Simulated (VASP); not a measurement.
A run of VASP 6.6.1 is set up as follows.

POSCAR

```
AlCu
1.0
    2.9568314331      0.0000000000      0.0000000000
    0.0000000000      2.9568314331      0.0000000000
    0.0000000000      0.0000000000      2.9568314331
Al Cu
1 1
Direct
    0.0000000000      0.0000000000      0.0000000000
    0.5000000000      0.5000000000      0.5000000000
```

File INCAR.step1:

```
  ALGO = Normal
  EDIFF = 1E-4
  ENCUT = 520
  GGA = PE
  ISMEAR = 0
  LASPH = T
  LCHARG = F
  LREAL = F
  LWAVE = T
  NBANDS = 14
  NELM = 100
  PREC = Accurate
  SIGMA = 0.1
```

File INCAR.step2:

```
  ALGO = Normal
  EDIFF = 1E-6
  ENCUT = 520
  ISIF = 2
  ISMEAR = 0
  ISTART = 1
  LASPH = T
  LCHARG = F
  LMIXTAU = T
  LREAL = F
  LWAVE = F
  METAGGA = R2SCAN
  NBANDS = 14
  NELM = 100
  PREC = Accurate
  SIGMA = 0.1
```

File KPOINTS:

```
k-points
0
Gamma
  14 14 14
```

Potentials or basis: VASP PAW PBE potentials, release 64 (Al, Cu).

Command:

```bash
$ cat potpaw_PBE.64/Al/POTCAR potpaw_PBE.64/Cu/POTCAR > POTCAR
$ cp INCAR.step1 INCAR
$ mpirun -np 1 vasp_std > vasp.out
$ cp INCAR.step2 INCAR
$ mpirun -np 1 vasp_std > vasp.out
```

Question: What does it give for the pressure?

Answer: 0.0 GPa.

Question: What does it give for the band gap on the k mesh?

Answer: Zero (band 7 reaches 13.75 eV, above the bottom of band 8 at 8.68 eV).

Caveat: the PAW data sets were made with another functional, which shifts forces and pressure a little.
